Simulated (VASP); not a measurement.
Ti3Al5: single point with PBEsol

Crystal: Ti3Al5.

```
Ti Al
1.0
     3.88330    0.16989    0.00000
     0.16989    3.88330    0.00000
     0.00000    0.00000    8.29688
Ti Al
3 5
Direct
  0.00000 0.00000 0.50000
  0.50000 0.50000 0.00000
  0.50000 0.50000 0.50000
  0.00000 0.50000 0.25235
  0.00000 0.50000 0.74765
  0.50000 0.00000 0.25235
  0.50000 0.00000 0.74765
  0.00000 0.00000 0.00000
```

This cell differs from its parent crystal: strain +0.0875 x Voigt [0, 0, 0, 0, 0, 1].

* Program: VASP 6.6.1
* Task: single point
* Functional: PBEsol
* Potentials or basis: VASP PAW PBE potentials, release 64 (Ti_sv, Al)
* Cutoff: 520 eV
* k mesh: 10 × 10 × 6
* Occupations: gaussian, width 0.15 eV
* Spin: no spin polarisation

```yaml
Pressure: 1.0 GPa
Largest_force: 0.019 eV/Å
Band_gap_on_the_k_mesh: zero (an odd number of electrons rules out a gap without spin polarisation)
```

Forces in eV/Å, atoms in the order of the input:
```
Ti   0.000  0.000  0.000
Ti   0.000  0.000  0.000
Ti   0.000  0.000  0.000
Al   0.000  0.000 -0.019
Al   0.000  0.000  0.019
Al   0.000  0.000 -0.019
Al   0.000  0.000  0.019
Al   0.000  0.000  0.000
```

Stress tensor (GPa, compression positive):
```
 1.67 -8.92  0.00
-8.92  1.67  0.00
 0.00  0.00 -0.22
```

Levels at points of the mesh, in eV from the Fermi level:
```tsv
k point	band 24	band 25	band 26	band 27	band 28	band 29
(0.00, 0.00, 0.00)	-0.64	-0.19	0.09	0.25	0.62	0.98
(0.50, 0.00, 0.00)	-0.49	-0.01	0.31	0.42	0.76	1.00
(0.50, 0.50, 0.00)	-1.47	-1.36	-0.90	-0.14	0.91	1.33
(0.00, 0.00, 0.50)	-0.48	-0.12	0.41	0.61	0.66	0.68
(0.50, 0.00, 0.50)	-0.22	0.04	0.13	0.38	0.59	0.81
(0.50, 0.50, 0.50)	-1.10	-0.96	-0.73	-0.36	1.27	1.33
```

Run time: 14 min on 1 thread of Intel(R) Xeon(R) 6975P-C (Granite Rapids) (shared host), peak memory 0.54 GiB.

Caveat: the cell differs from its parent crystal (strain +0.0875 x Voigt [0, 0, 0, 0, 0, 1]); the PAW data sets were made with another functional, which shifts forces and pressure a little.
